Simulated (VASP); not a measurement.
As5S:

```
As S
1.0
     0.00000    4.21098    4.21098
     4.21098    0.00000    4.21098
     4.21098    4.21098    0.00000
As S
5 1
Direct
  0.25000 0.25000 0.25000
  0.12616 0.62461 0.62461
  0.62461 0.62461 0.62461
  0.62461 0.62461 0.12616
  0.62461 0.12616 0.62461
  0.00000 0.00000 0.00000
```

```yaml
Program: VASP 6.6.1
Task: relaxation of cell and atoms
Functional: PBE
Potentials_or_basis: VASP PAW PBE potentials, release 64 (As, S)
Cutoff: 600 eV
k_mesh: 4 × 4 × 4
Occupations: gaussian, width 0.1 eV
Spin: no spin polarisation
```

At the start: pressure -10.2 GPa; volume 24.89 Å³/atom.

Q: How do energy, volume and symmetry change on relaxing?

A: Over 11 steps the energy falls by 207.0 meV/atom and the volume is 20.13 Å³/atom (-19.1 %); space group F-43m (No. 216, to 0.05 Å).

Step by step:
| step | energy change (eV) | largest force (eV/Å) | pressure (GPa) | volume (Å³) |
| --- | --- | --- | --- | --- |
| 1 | 0.0000 | 0.0573 | -10.25 | 149.34 |
| 2 | -1.1934 | 0.1383 | 0.89 | 117.50 |
| 3 | -1.1971 | 0.1413 | 0.05 | 118.82 |
| 4 | -1.1966 | 0.1419 | -0.29 | 119.39 |
| 5 | -1.2009 | 0.1725 | -0.27 | 119.34 |
| 6 | -1.2167 | 0.1949 | -0.12 | 119.22 |
| 7 | -1.2378 | 0.0491 | 0.61 | 118.96 |
| 8 | -1.2381 | 0.0250 | 0.92 | 118.89 |
| 9 | -1.2384 | 0.0108 | 0.77 | 118.92 |
| 10 | -1.2411 | 0.0068 | 0.51 | 119.60 |
| 11 | -1.2423 | 0.0368 | 0.10 | 120.75 |

Final structure:
```xyz
6
Lattice="0.0000 3.9230 3.9230 3.9230 0.0000 3.9230 3.9230 3.9230 0.0000" Properties=species:S:1:pos:R:3 pbc="T T T"
As    1.9615    1.9615    1.9615
As    4.9548    2.8912    2.8912
As    4.9548    4.9548    4.9548
As    2.8912    2.8912    4.9548
As    2.8912    4.9548    2.8912
S     0.0000    0.0000    0.0000
```

Caveat: the volume moved by over 15 % at a fixed basis, so the end points are rough.
